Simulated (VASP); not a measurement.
# Au (Im-3m) in VASP: a series of runs, part 2 of 2

VASP 6.6.1. Earlier steps stand in the parts before.

### 3 Relaxation of cell and atoms, PBE

This run uses another cell than the first one, of 17.95 Å³/atom, 0.997 times its volume.

INCAR reads:

```
PREC     = Accurate       # precision mode
ENCUT    = 600            # plane-wave cutoff, eV
EDIFF    = 1E-7           # SCF threshold, eV
ISMEAR   = -1             # smearing method
SIGMA    = 0.08           # smearing width, eV
LREAL    = F              # projectors in reciprocal space
LASPH    = T              # aspherical terms in the spheres
NELM     = 80             # most SCF steps
ALGO     = Normal         # electronic algorithm
ISIF     = 3              # what is computed and relaxed
LWAVE    = F              # write WAVECAR
LCHARG   = F              # write CHGCAR
GGA      = PE             # functional
IBRION   = 2              # ionic algorithm
NSW      = 60             # ionic steps
EDIFFG   = -0.005         # ionic threshold
```

KPOINTS reads:

```
Automatic mesh
0
Gamma
  16 16 16
```

POSCAR reads:

```
Au
1.0
   -1.6495254221      1.6495254221      1.6495254221
    1.6495254221     -1.6495254221      1.6495254221
    1.6495254221      1.6495254221     -1.6495254221
Au
1
Direct
    0.0000000000      0.0000000000      0.0000000000
```

Potentials or basis: VASP PAW PBE potentials, release 64 (Au).

Command:

```bash
$ cat potpaw_PBE.64/Au/POTCAR > POTCAR
$ mpirun -np 1 vasp_std > vasp.out
```

OUTCAR:

```text
PREC = Accurate
   ENCUT = 600
   EDIFF = 1E-7
   ISMEAR = -1
   LREAL = F
   LASPH = T
   NELM = 80
   ISIF = 3
   GGA = PE
   IBRION = 2
   NSW = 60
   EDIFFG = -0.005

 ion  position               nearest neighbor table
   1  0.000  0.000  0.000-

  LATTYP: Found a body centered cubic cell.
 ALAT       =     3.2990508442

  Lattice vectors:

 A1 = (  -1.6495254221,   1.6495254221,   1.6495254221)
 A2 = (   1.6495254221,  -1.6495254221,   1.6495254221)
 A3 = (   1.6495254221,   1.6495254221,  -1.6495254221)

Analysis of symmetry for initial positions (statically):
=====================================================================
 Subroutine PRICEL returns:
 Original cell was already a primitive cell.

 Routine SETGRP: Setting up the symmetry group for a
 body centered cubic supercell.

 Subroutine GETGRP returns: Found 48 space group operations
 (whereof 48 operations were pure point group operations)
 out of a pool of 48 trial point group operations.

The static configuration has the point symmetry O_h .

Analysis of symmetry for dynamics (positions and initial velocities):
=====================================================================
 Subroutine PRICEL returns:
 Original cell was already a primitive cell.

 Routine SETGRP: Setting up the symmetry group for a
 body centered cubic supercell.

 Subroutine GETGRP returns: Found 48 space group operations
 (whereof 48 operations were pure point group operations)
 out of a pool of 48 trial point group operations.

The dynamic configuration has the point symmetry O_h .

 Subroutine INISYM returns: Found 48 space group operations
 (whereof 48 operations are pure point group operations),
 and found     1 'primitive' translations

----------------------------------------------------------------------------------------

                                     Primitive cell

  volume of cell :      17.9530

  direct lattice vectors                    reciprocal lattice vectors
    -1.649525422  1.649525422  1.649525422     0.000000000  0.303117487  0.303117487
     1.649525422 -1.649525422  1.649525422     0.303117487  0.000000000  0.303117487
     1.649525422  1.649525422 -1.649525422     0.303117487  0.303117487  0.000000000

  length of vectors
     2.857061839  2.857061839  2.857061839     0.428672861  0.428672861  0.428672861

  position of ions in fractional coordinates (direct lattice)
     0.000000000  0.000000000  0.000000000

  ion indices of the primitive-cell ions
   primitive index   ion index
                 1           1

----------------------------------------------------------------------------------------

 KPOINTS: Automatic mesh

Automatic generation of k-mesh.
 Grid dimensions read from file:
 generate k-points for:   16   16   16

 Generating k-lattice:

  Cartesian coordinates                     Fractional coordinates (reciprocal lattice)
     0.000000000  0.018944843  0.018944843     0.062500000  0.000000000  0.000000000
     0.018944843  0.000000000  0.018944843     0.000000000  0.062500000  0.000000000
     0.018944843  0.018944843  0.000000000     0.000000000  0.000000000  0.062500000

  Length of vectors
     0.026792054  0.026792054  0.026792054

  Shift w.r.t. Gamma in fractional coordinates (k-lattice)
     0.000000000  0.000000000  0.000000000

 Subroutine IBZKPT returns following result:
 ===========================================

 Found    145 irreducible k-points:

 Following reciprocal coordinates:
            Coordinates               Weight
  0.000000  0.000000  0.000000      1.000000
  0.062500  0.000000  0.000000     12.000000
  0.125000  0.000000  0.000000     12.000000
  0.187500  0.000000  0.000000     12.000000
  0.250000  0.000000  0.000000     12.000000
  0.312500  0.000000  0.000000     12.000000
[... 16 lines left out ...]
  0.187500  0.187500  0.000000     24.000000
  0.250000  0.187500  0.000000     48.000000
 [... further k-points ...]
   k-points           NKPTS =    145   k-points in BZ     NKDIM =    145   number of bands    NBANDS=      9
   number of dos      NEDOS =    301   number of ions     NIONS =      1
   total plane-waves  NPLWV =  13824
   dimension x,y,z NGX =    24 NGY =   24 NGZ =   24
   dimension x,y,z NGXF=    48 NGYF=   48 NGZF=   48
   ions per type =               1
   NGX,Y,Z   is equivalent  to a cutoff of  13.97, 13.97, 13.97 a.u.
   NGXF,Y,Z  is equivalent  to a cutoff of  27.93, 27.93, 27.93 a.u.
 SYSTEM =  unknown system
   PREC   = accura    normal or accurate (medium, high low for compatibility)
   ISTART =      0    job   : 0-new  1-cont  2-samecut
   ICHARG =      2    charge: 1-file 2-atom 10-const
   ISPIN  =      1    spin polarized calculation?
   LNONCOLLINEAR =      F non collinear calculations
   LSORBIT =      F    spin-orbit coupling
   LASPH  =      T    aspherical Exc in radial PAW
   ENCUT  =  600.0 eV  44.10 Ry    6.64 a.u.   5.71  5.71  5.71*2*pi/ulx,y,z
   NELM   =     80;   NELMIN=  2; NELMDL= -5     # of ELM steps
   EDIFF  = 0.1E-06   stopping-criterion for ELM
   LREAL  =      F    real-space projection
   EDIFFG = -.5E-02   stopping-criterion for IOM
   NSW    =     60    number of steps for IOM
   IBRION =      2    ionic relax: 0-MD 1-quasi-New 2-CG
   NFREE  =      1    steps in history (QN), initial steepest desc. (CG)
   ISIF   =      3    stress and relaxation
   ISYM   =      2    0-nonsym 1-usesym 2-fastsym
   POTIM  = 0.5000    time-step for ionic-motion
   TEBEG  =    0.0;   TEEND  =   0.0 temperature during run
   PSTRESS=    0.0 pullay stress
   NELECT =      11.0000    total number of electrons
   NUPDOWN=      -1.0000    fix difference up-down
   EMIN   =  10.00;   EMAX   =-10.00  energy-range for DOS
   EFERMI =   0.00;   METHOD = LEGACY
   ISMEAR =    -1;   SIGMA  =   0.08  broadening in eV -4-tet -1-fermi 0-gaus
   EFERMI_NEDOS =   21; number of points for ismear=-14 and -15
   IALGO  =     38    algorithm
   IMIX   =      4    mixing-type and parameters
     AMIX     =   0.40;   BMIX     =  1.00
     AMIX_MAG =   1.60;   BMIX_MAG =  1.00
  volume/ion in A,a.u.               =      17.95       121.15
  Fermi-wavevector in a.u.,A,eV,Ry     =   1.390465  2.627598 26.305406  1.933393
  Thomas-Fermi vector in A             =   2.514397
   LORBIT       =      0    0 simple, 1 ext, 2 COOP (PROOUT), +10 PAW based schemes
   GGA     = PE    functional components
   LHFCALC =     F    Hartree Fock is set to
   AEXX    =    0.0000 exact exchange contribution
   IVDW    =     0    specifies the selected vdW correction
   LEPSILON=     F    determine dielectric tensor
   LRPA    =     F    only Hartree local field effects (RPA)
 conjugate gradient relaxation of ions
 non-spin polarized calculation
  energy-cutoff  :      600.00
  volume of cell :       17.95
 maximum number of plane-waves:       616
   NGX = 11   NGY = 11   NGZ = 11

--------------------------------------- Ionic step        1  -------------------------------------------

 number of electron      10.9999999 magnetization

 Free energy of the ion-electron system (eV)
  ---------------------------------------------------
  ext. energy  EPLUGINS =         0.00000000
  ---------------------------------------------------
  free energy    TOTEN  =        -3.20234348 eV

  energy without entropy =       -3.19617540  energy(sigma->0) =       -3.19925944

------------------------ aborting loop because EDIFF is reached ----------------------------------------

  FORCE on cell =-STRESS in cart. coord.  units (eV):
  Direction    XX          YY          ZZ          XY          YZ          ZX
  --------------------------------------------------------------------------------------
  -------------------------------------------------------------------------------------
  Total        0.0250654      0.0250654      0.0250654     -0.0000000     -0.0000000      0.0000000
  in kB        2.2369058      2.2369058      2.2369058     -0.0000000     -0.0000000      0.0000000
  external PRESSURE =       2.2369058 kB  Pullay stress =       0.0000000 kB
[... 57 lines left out ...]
--------------------------------------- Ionic step        3  -------------------------------------------

 number of electron      10.9999999 magnetization

 Free energy of the ion-electron system (eV)
  ---------------------------------------------------
  ext. energy  EPLUGINS =         0.00000000
  ---------------------------------------------------
  free energy    TOTEN  =        -3.20236256 eV

  energy without entropy =       -3.19614848  energy(sigma->0) =       -3.19925552

 E-fermi :   8.6577     XC(G=0): -12.4007

 val. band max:        8.6095284166   @ k =  -0.4375   0.4375   0.1250
 cond. band min:       8.6625750969   @ k =   0.3750   0.0625   0.0625
 fundamental gap:      0.0530466804
 Fermi energy:         8.6576707563

 k-point     1 :       0.0000    0.0000    0.0000
  band No.  band energies     occupation
      1      -0.6859      2.00000
      2       4.0165      2.00000
      3       4.0165      2.00000
      4       4.0165      2.00000
      5       5.7901      2.00000
      6       5.7901      2.00000
      7      25.1136      0.00000
      8      25.1136      0.00000
      9      25.1136      0.00000
[... 265 lines left out ...]
 k-point    24 :       0.2500    0.1875    0.0000
  band No.  band energies     occupation
      1       2.3970      2.00000
      2       3.4275      2.00000
      3       4.0715      2.00000
      4       5.4817      2.00000
      5       6.0213      2.00000
      6       7.7839      1.99996
      7      16.4263      0.00000
      8      19.4069      0.00000
      9      23.0039      0.00000

 [... further k-points ...]
[... 5 lines left out ...]
  --------------------------------------------------------------------------------------
  -------------------------------------------------------------------------------------
  Total        0.0007231      0.0007231      0.0007231      0.0000000     -0.0000000      0.0000000
  in kB        0.0644369      0.0644369      0.0644369      0.0000000     -0.0000000      0.0000000
  external PRESSURE =       0.0644369 kB  Pullay stress =       0.0000000 kB
[... 16 lines left out ...]
  FREE ENERGIE OF THE ION-ELECTRON SYSTEM (eV)
  ---------------------------------------------------
  free  energy   TOTEN  =        -3.2023625600 eV

  energy  without entropy=       -3.1961484779  energy(sigma->0) =       -3.19925552

 reached required accuracy - stopping structural energy minimisation
```

Run time: 57 s. Hardware: 1 thread of Intel Xeon 8259CL, shared host; peak memory 0.16 GiB.

Results:

| Quantity | Value |
| --- | --- |
| Free energy | -3.2024 eV |
| Relaxed volume | 17.98 Å³/atom |
| Relaxed cell | a = 2.859 Å, b = 2.859 Å, c = 2.859 Å, α = 109.47°, β = 109.47°, γ = 109.47° |
| Space group after relaxing (to 0.05 Å) | Im-3m (No. 229) |
| Energy gained by relaxing | 0.0 meV/atom |
| Ionic steps | 3 |
| Pressure after relaxing | 0.0 GPa |

Final structure:
```
CELL_PARAMETERS angstrom
-1.65037 1.65037 1.65037
1.65037 -1.65037 1.65037
1.65037 1.65037 -1.65037
ATOMIC_POSITIONS crystal
Au 0.00000 0.00000 0.00000
```

Levels at points of the mesh, in eV from the Fermi level:
```tsv
k point	band 3	band 4	band 5	band 6	band 7	band 8
(0.00, 0.00, 0.00)	-4.64	-4.64	-2.87	-2.87	16.46	16.46
(0.50, 0.00, 0.00)	-3.00	-2.69	-1.46	-0.45	3.22	12.30
(0.50, 0.50, 0.50)	-1.81	-1.81	-1.81	6.21	6.21	6.21
```

Caveat: spin-orbit coupling is left out, which moves the levels of the heavy elements.

### 4 Single point, PBE (volume scaled by 0.88)

INCAR reads:

```
PREC = Accurate
ENCUT = 520
EDIFF = 1E-6
ISMEAR = -1
SIGMA = 0.08
LREAL = F
LASPH = T
NELM = 80
ALGO = Normal
ISIF = 2
LWAVE = F
LCHARG = T
GGA = PE
LELF = T
LVHAR = T
NBANDS = 12
```

KPOINTS is that of step 3.

POSCAR reads:

```
Au
1.0
   -1.5821240661      1.5821240661      1.5821240661
    1.5821240661     -1.5821240661      1.5821240661
    1.5821240661      1.5821240661     -1.5821240661
Au
1
Direct
    0.0000000000      0.0000000000      0.0000000000
```

Command:

```bash
$ cat potpaw_PBE.64/Au/POTCAR > POTCAR
$ mpirun -np 1 vasp_std > vasp.out
```

Wall time 15 s (1 thread of Intel Xeon 6975P-C, shared host); peak memory 0.15 GiB.

Results (log left out):

```yaml
Free_energy: -3.0551 eV
Pressure: 25.3 GPa
```

Levels at points of the mesh, in eV from the Fermi level:
```csv
k point,band 3,band 4,band 5,band 6,band 7,band 8,band 9,band 10
"(0.00, 0.00, 0.00)",-5.34,-5.34,-3.17,-3.17,16.46,16.46,16.46,25.70
"(0.50, 0.00, 0.00)",-3.32,-2.92,-1.39,-0.99,4.00,12.37,14.44,22.98
"(0.50, 0.50, 0.50)",-1.83,-1.83,-1.83,6.35,6.35,6.35,10.64,16.85
```

Caveat: the cell differs from its parent crystal (volume scaled by 0.88); spin-orbit coupling is left out, which moves the levels of the heavy elements.

### 5 Single point, PBE

INCAR reads:

```
SYSTEM = Au
PREC = Accurate
ENCUT = 520
EDIFF = 1E-7
ISMEAR = -1
SIGMA = 0.08
LREAL = .FALSE.
LASPH = .TRUE.
NELM = 100
ALGO = Normal
ISIF = 2
LWAVE = .FALSE.
LCHARG = .FALSE.
GGA = PE
NBANDS = 12
```

KPOINTS reads:

```
Automatic mesh
0
G
  16 16 16
  0 0 0
```

POSCAR reads:

```
Au
1.0
   -1.6509971087      1.6509971087      1.6509971087
    1.6509971087     -1.6509971087      1.6509971087
    1.6509971087      1.6509971087     -1.6509971087
Au
1
Direct
    0.0000000000      0.0000000000      0.0000000000
```

Command:

```bash
$ cat potpaw_PBE.64/Au/POTCAR > POTCAR
$ mpirun -np 1 vasp_std > vasp.out
```

It took 16 s on 1 thread of Intel Xeon 6975P-C, shared host; peak memory 0.16 GiB.

The run converged. Its results:

```
Free energy : -3.2024 eV
Pressure    : -0.2 GPa
```

Levels at points of the mesh, in eV from the Fermi level:
| k point | band 1 | band 2 | band 3 | band 4 | band 5 | band 6 | band 7 | band 8 | band 9 | band 10 |
| --- | --- | --- | --- | --- | --- | --- | --- | --- | --- | --- |
| (0.00, 0.00, 0.00) | -9.33 | -4.64 | -4.64 | -4.64 | -2.87 | -2.87 | 16.46 | 16.46 | 16.46 | 23.31 |
| (0.50, 0.00, 0.00) | -6.82 | -5.63 | -3.00 | -2.69 | -1.46 | -0.44 | 3.21 | 12.30 | 13.49 | 21.01 |
| (0.50, 0.50, 0.50) | -6.41 | -6.41 | -1.81 | -1.81 | -1.81 | 6.21 | 6.21 | 6.21 | 9.04 | 15.38 |

Caveat: spin-orbit coupling is left out, which moves the levels of the heavy elements.

### 6 Overview

```csv
task,cell,cutoff (eV),gap on the mesh (eV),pressure (GPa)
single point,"a = 2.860 Å, angles 109.5°, 1 atom",520,none,-0.2
relaxation of cell and atoms,"relaxed from a = 2.857 Å, angles 109.5°, 1 atom",600,none,0.0
single point,"a = 2.740 Å, angles 109.5°, 1 atom",520,none,25.3
```

Alike in all rows: level PBE; potentials or basis VASP PAW PBE potentials, release 64 (Au); no spin polarisation; k mesh 16 × 16 × 16; smearing fermi-dirac 0.08 eV.

Caveats: spin-orbit coupling is left out, which moves the levels of the heavy elements.

Absolute energies hang on the potentials; compare differences alone.
